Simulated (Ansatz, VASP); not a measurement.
TiAl in VASP and in Ansatz

```xyz
2
Lattice="2.9103 0.0000 0.0000 -1.4551 2.5204 0.0000 0.0000 0.0000 4.5377" Properties=species:S:1:pos:R:3 pbc="T T T"
Ti    0.0000    0.0000    0.0000
Al    0.0000    1.6802    2.2689
```

Change from the starting cell: strain +0.015 along x and y, -0.030 along z, atoms carried along.

Alike in both runs: task single point; functional PBEsol; k mesh 18 × 18 × 10; occupations gaussian, width 0.15 eV; no spin polarisation.

```csv
,VASP,Ansatz
version,VASP 6.6.1,Ansatz 0.2.0
potentials or method,"VASP PAW PBE potentials, release 64 (Ti_sv, Al), cutoff 520 eV","scalar-relativistic, plane waves, PAW"
valence electrons in the cell,15,15
```

Ansatz gave:

```
gap on the k mesh at the Fermi level (eV)                     : none
pressure (GPa)                                                : -2.1
traceless stress, the component that is largest in VASP (GPa) : 3.01
```

Task: Which values does VASP return?

Result: gap on the k mesh at the Fermi level (eV): none; pressure (GPa): -2.0; traceless stress, the component that is largest in VASP (GPa): 3.08.

VASP's potentials were made for PBE, not for PBEsol. A gap of «none» marks a metal or a gap that the smearing closes. The functional is the same, so the differences come from potentials, cutoffs and numerics.
